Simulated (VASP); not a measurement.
# Pt (P6_3/mmc) in VASP: single point with r2SCAN

Aim: the single point of Pt with r2SCAN.

All numbers are computed with VASP 6.6.1; they aren't measurements. Logs are shortened: lines on timing, memory, paths and dates and some standing lists are left out, and cuts for length are marked.

### Step 1. The cell of the first run

It takes space group P6_3/mmc (No. 194, hexagonal). The conventional cell has a = 2.733 Å, b = 2.733 Å, c = 4.765 Å, α = 90.00°, β = 90.00°, γ = 120.00°. Pt (site symmetry -6m2) has 12 Pt at 2.73 to 2.86 Å within 3.6 Å.

This isn't the form of Pt at room conditions, which is fcc.

### Step 2. Single point, r2SCAN

Contents of POSCAR:

```
Pt
1.0
    2.7329693150      0.0000000000      0.0000000000
   -1.3664846575      2.3668208545      0.0000000000
    0.0000000000      0.0000000000      4.7653532650
Pt
2
Direct
    0.6666666667      0.3333333333      0.7500000000
    0.3333333333      0.6666666667      0.2500000000
```

Contents of INCAR.step1:

```
  PREC = Accurate
  ENCUT = 630
  ISMEAR = 0
  SIGMA = 0.15
  LREAL = F
  LASPH = T
  NELM = 120
  NBANDS = 25
  GGA = PE
  ALGO = Normal
  EDIFF = 1E-5
  LWAVE = T
  LCHARG = F
  GGA_COMPAT = F
```

Contents of INCAR.step2:

```
  PREC = Accurate
  ENCUT = 630
  EDIFF = 1E-6
  ISMEAR = 0
  SIGMA = 0.15
  LREAL = F
  LASPH = T
  NELM = 120
  ALGO = Normal
  ISIF = 2
  LWAVE = F
  LCHARG = F
  METAGGA = R2SCAN
  LMIXTAU = T
  NBANDS = 25
  ISTART = 1
  GGA_COMPAT = F
```

Contents of KPOINTS:

```
Automatic mesh
0
Gamma
  12 12 8
```

Potentials or basis: VASP PAW PBE potentials, release 64 (Pt_sv_GW).

The run is started by

```console
cat potpaw_PBE.64/Pt_sv_GW/POTCAR > POTCAR
cp INCAR.step1 INCAR
mpirun -np 1 vasp_std > vasp.out
cp INCAR.step2 INCAR
mpirun -np 1 vasp_std > vasp.out
```

OUTCAR:

```text
PREC = Accurate
   ENCUT = 630
   EDIFF = 1E-6
   ISMEAR = 0
   LREAL = F
   LASPH = T
   NELM = 120
   ISIF = 2
   METAGGA = R2SCAN
   ISTART = 1

 ion  position               nearest neighbor table
   1  0.667  0.333  0.750-   2 2.86   2 2.86   2 2.86   2 2.86   2 2.86   2 2.86
   2  0.333  0.667  0.250-   1 2.86   1 2.86   1 2.86   1 2.86   1 2.86   1 2.86

  LATTYP: Found a hexagonal cell.
 ALAT       =     2.7329693150
 C/A-ratio  =     1.7436541416

  Lattice vectors:

 A1 = (   2.7329693150,   0.0000000000,   0.0000000000)
 A2 = (  -1.3664846575,   2.3668208545,   0.0000000000)
 A3 = (   0.0000000000,   0.0000000000,   4.7653532650)

Analysis of symmetry for initial positions (statically):
=====================================================================
 Subroutine PRICEL returns:
 Original cell was already a primitive cell.

 Routine SETGRP: Setting up the symmetry group for a
 hexagonal supercell.

 Subroutine GETGRP returns: Found 24 space group operations
 (whereof 12 operations were pure point group operations)
 out of a pool of 24 trial point group operations.

The static configuration has the point symmetry D_3d.
 The point group associated with its full space group is D_6h.

Analysis of symmetry for dynamics (positions and initial velocities):
=====================================================================
 Subroutine PRICEL returns:
 Original cell was already a primitive cell.

 Routine SETGRP: Setting up the symmetry group for a
 hexagonal supercell.

 Subroutine GETGRP returns: Found 24 space group operations
 (whereof 12 operations were pure point group operations)
 out of a pool of 24 trial point group operations.

The dynamic configuration has the point symmetry D_3d.
 The point group associated with its full space group is D_6h.

 Subroutine INISYM returns: Found 24 space group operations
 (whereof 12 operations are pure point group operations),
 and found     1 'primitive' translations

----------------------------------------------------------------------------------------

                                     Primitive cell

  volume of cell :      30.8244

  direct lattice vectors                    reciprocal lattice vectors
     2.732969315  0.000000000  0.000000000     0.365902388  0.211253842  0.000000000
    -1.366484658  2.366820854  0.000000000     0.000000000  0.422507685  0.000000000
     0.000000000  0.000000000  4.765353265     0.000000000  0.000000000  0.209848031

  length of vectors
     2.732969315  2.732969315  4.765353265     0.422507685  0.422507685  0.209848031

  position of ions in fractional coordinates (direct lattice)
     0.666666667  0.333333333  0.750000000
     0.333333333  0.666666667  0.250000000

  ion indices of the primitive-cell ions
   primitive index   ion index
                 1           1
                 2           2

----------------------------------------------------------------------------------------

 KPOINTS: Automatic mesh

Automatic generation of k-mesh.
 Grid dimensions read from file:
 generate k-points for:   12   12    8

 Generating k-lattice:

  Cartesian coordinates                     Fractional coordinates (reciprocal lattice)
     0.030491866  0.017604487  0.000000000     0.083333333  0.000000000  0.000000000
     0.000000000  0.035208974  0.000000000     0.000000000  0.083333333  0.000000000
     0.000000000  0.000000000  0.026231004     0.000000000  0.000000000  0.125000000

  Length of vectors
     0.035208974  0.035208974  0.026231004

  Shift w.r.t. Gamma in fractional coordinates (k-lattice)
     0.000000000  0.000000000  0.000000000

 Subroutine IBZKPT returns following result:
 ===========================================

 Found     95 irreducible k-points:

 Following reciprocal coordinates:
            Coordinates               Weight
  0.000000  0.000000  0.000000      1.000000
  0.083333 -0.000000  0.000000      6.000000
  0.166667 -0.000000  0.000000      6.000000
  0.250000  0.000000  0.000000      6.000000
  0.333333 -0.000000  0.000000      6.000000
  0.416667  0.000000  0.000000      6.000000
[... 16 lines left out ...]
  0.250000  0.000000  0.125000     12.000000
  0.333333 -0.000000  0.125000     12.000000
 [... further k-points ...]
   k-points           NKPTS =     95   k-points in BZ     NKDIM =     95   number of bands    NBANDS=     25
   number of dos      NEDOS =    301   number of ions     NIONS =      2
   total plane-waves  NPLWV =  23040
   dimension x,y,z NGX =    24 NGY =   24 NGZ =   40
   dimension x,y,z NGXF=    48 NGYF=   48 NGZF=   80
   ions per type =               2
   NGX,Y,Z   is equivalent  to a cutoff of  14.60, 14.60, 13.95 a.u.
   NGXF,Y,Z  is equivalent  to a cutoff of  29.20, 29.20, 27.91 a.u.
 SYSTEM =  unknown system
   PREC   = accura    normal or accurate (medium, high low for compatibility)
   ISTART =      1    job   : 0-new  1-cont  2-samecut
   ICHARG =      0    charge: 1-file 2-atom 10-const
   ISPIN  =      1    spin polarized calculation?
   LNONCOLLINEAR =      F non collinear calculations
   LSORBIT =      F    spin-orbit coupling
   LASPH  =      T    aspherical Exc in radial PAW
   ENCUT  =  630.0 eV  46.30 Ry    6.80 a.u.   5.59  5.59  9.75*2*pi/ulx,y,z
   NELM   =    120;   NELMIN=  2; NELMDL=  0     # of ELM steps
   EDIFF  = 0.1E-05   stopping-criterion for ELM
   LREAL  =      F    real-space projection
   EDIFFG = 0.1E-04   stopping-criterion for IOM
   NSW    =      0    number of steps for IOM
   IBRION =     -1    ionic relax: 0-MD 1-quasi-New 2-CG
   NFREE  =      0    steps in history (QN), initial steepest desc. (CG)
   ISIF   =      2    stress and relaxation
   ISYM   =      2    0-nonsym 1-usesym 2-fastsym
   POTIM  = 0.5000    time-step for ionic-motion
   TEBEG  =    0.0;   TEEND  =   0.0 temperature during run
   PSTRESS=    0.0 pullay stress
   NELECT =      36.0000    total number of electrons
   NUPDOWN=      -1.0000    fix difference up-down
   EMIN   =  10.00;   EMAX   =-10.00  energy-range for DOS
   EFERMI =   0.00;   METHOD = LEGACY
   ISMEAR =     0;   SIGMA  =   0.15  broadening in eV -4-tet -1-fermi 0-gaus
   EFERMI_NEDOS =   21; number of points for ismear=-14 and -15
   IALGO  =     38    algorithm
   IMIX   =      4    mixing-type and parameters
     AMIX     =   0.40;   BMIX     =  1.00
     AMIX_MAG =   1.60;   BMIX_MAG =  1.00
  volume/ion in A,a.u.               =      15.41       104.01
  Fermi-wavevector in a.u.,A,eV,Ry     =   1.724026  3.257938 40.440149  2.972267
  Thomas-Fermi vector in A             =   2.799793
   LORBIT       =      0    0 simple, 1 ext, 2 COOP (PROOUT), +10 PAW based schemes
   METAGGA = R2SCAN    functional components
   LHFCALC =     F    Hartree Fock is set to
   AEXX    =    0.0000 exact exchange contribution
   IVDW    =     0    specifies the selected vdW correction
   LEPSILON=     F    determine dielectric tensor
   LRPA    =     F    only Hartree local field effects (RPA)
 non-spin polarized calculation
 Gauss-broadening in eV      SIGMA  =   0.15
  energy-cutoff  :      630.00
  volume of cell :       30.82
 maximum number of plane-waves:      1136
 NGX is ok and might be reduce to    24
   NGX = 11   NGY = 11   NGZ = 19

 number of electron      36.0000001 magnetization

 Free energy of the ion-electron system (eV)
  ---------------------------------------------------
  ext. energy  EPLUGINS =         0.00000000
  ---------------------------------------------------
  free energy    TOTEN  =      -102.72693654 eV

  energy without entropy =     -102.68640991  energy(sigma->0) =     -102.70667323

 E-fermi :  10.0470     XC(G=0): -15.0990

 val. band max:       10.0461498554   @ k =   0.2500   0.1667   0.5000
 cond. band min:      10.0568142509   @ k =   0.2500   0.2500   0.0000
 fundamental gap:      0.0106643954
 Fermi energy:        10.0469626954

 k-point     1 :       0.0000    0.0000    0.0000
  band No.  band energies     occupation
      1     -90.5052      2.00000
      2     -90.4819      2.00000
      3     -44.1921      2.00000
      4     -43.9388      2.00000
      5     -43.9388      2.00000
      6     -43.8932      2.00000
[... 17 lines left out ...]
     24      28.1550      0.00000
     25      32.4087      0.00000

 k-point     2 :       0.0833   -0.0000    0.0000
  band No.  band energies     occupation
      1     -90.5026      2.00000
      2     -90.4797      2.00000
      3     -44.1824      2.00000
      4     -43.9692      2.00000
      5     -43.9474      2.00000
      6     -43.9244      2.00000
[... 17 lines left out ...]
     24      28.4949      0.00000
     25      31.0092      0.00000

 k-point     3 :       0.1667   -0.0000    0.0000
  band No.  band energies     occupation
      1     -90.4956      2.00000
      2     -90.4749      2.00000
      3     -44.1549      2.00000
      4     -44.0526      2.00000
      5     -44.0086      2.00000
      6     -43.9711      2.00000
[... 17 lines left out ...]
     24      28.6952      0.00000
     25      29.1641      0.00000

 k-point     4 :       0.2500    0.0000    0.0000
  band No.  band energies     occupation
      1     -90.4865      2.00000
      2     -90.4688      2.00000
      3     -44.1662      2.00000
      4     -44.1220      2.00000
      5     -44.1143      2.00000
      6     -44.0029      2.00000
[... 17 lines left out ...]
     24      27.0966      0.00000
     25      29.4189      0.00000
[... 477 lines left out ...]
 k-point    22 :       0.1667   -0.0000    0.1250
  band No.  band energies     occupation
      1     -90.4951      2.00000
      2     -90.4758      2.00000
      3     -44.1459      2.00000
      4     -44.0475      2.00000
      5     -44.0121      2.00000
      6     -43.9691      2.00000
[... 17 lines left out ...]
     24      28.6725      0.00000
     25      29.2720      0.00000

 k-point    23 :       0.2500    0.0000    0.1250
  band No.  band energies     occupation
      1     -90.4858      2.00000
      2     -90.4694      2.00000
      3     -44.1736      2.00000
      4     -44.1273      2.00000
      5     -44.0931      2.00000
      6     -44.0005      2.00000
[... 17 lines left out ...]
     24      27.2253      0.00000
     25      28.6198      0.00000

 k-point    24 :       0.3333   -0.0000    0.1250
  band No.  band energies     occupation
      1     -90.4762      2.00000
      2     -90.4635      2.00000
      3     -44.2818      2.00000
      4     -44.2377      2.00000
      5     -44.0546      2.00000
      6     -44.0314      2.00000
[... 17 lines left out ...]
     24      25.2810      0.00000
     25      26.6745      0.00000

 [... further k-points ...]

------------------------ aborting loop because EDIFF is reached ----------------------------------------

  FORCE on cell =-STRESS in cart. coord.  units (eV):
  Direction    XX          YY          ZZ          XY          YZ          ZX
  --------------------------------------------------------------------------------------
  -------------------------------------------------------------------------------------
  Total       -0.1076964     -0.1076964     -0.1527674      0.0000000      0.0000000      0.0000000
  in kB       -5.5977872     -5.5977872     -7.9404646      0.0000000      0.0000000      0.0000000
  external PRESSURE =      -6.3786797 kB  Pullay stress =       0.0000000 kB

 VOLUME and BASIS-vectors are now :
 -----------------------------------------------------------------------------
  energy-cutoff  :      630.00
  volume of cell :       30.82
      direct lattice vectors                 reciprocal lattice vectors
     2.732969315  0.000000000  0.000000000     0.365902388  0.211253842  0.000000000
    -1.366484658  2.366820854  0.000000000     0.000000000  0.422507685  0.000000000
     0.000000000  0.000000000  4.765353265     0.000000000  0.000000000  0.209848031

 POSITION                                       TOTAL-FORCE (eV/Angst)
 -----------------------------------------------------------------------------------
      1.36648      0.78894      3.57401         0.000000     -0.000000      0.000000
     -0.00000      1.57788      1.19134        -0.000000      0.000000      0.000000
 -----------------------------------------------------------------------------------
    total drift:                               -0.000000      0.000000     -0.000000

  FREE ENERGIE OF THE ION-ELECTRON SYSTEM (eV)
  ---------------------------------------------------
  free  energy   TOTEN  =      -102.7269365439 eV

  energy  without entropy=     -102.6864099120  energy(sigma->0) =     -102.70667323
```

Wall time 1.9 min (1 thread of Intel Xeon 6975P-C (Granite Rapids), shared host); peak memory 0.24 GiB.

What came out:

```yaml
Free_energy: -102.7269 eV
Pressure: -0.6 GPa
Band_gap_on_the_k_mesh: zero (bands 18 and 19 overlap by 1.46 eV)
```

Stress tensor (GPa, compression positive):
```
-0.56  0.00  0.00
 0.00 -0.56  0.00
 0.00  0.00 -0.79
```

Caveat: the PAW data sets were made with another functional, which shifts forces and pressure a little; spin-orbit coupling is left out, which moves the levels of the heavy elements.
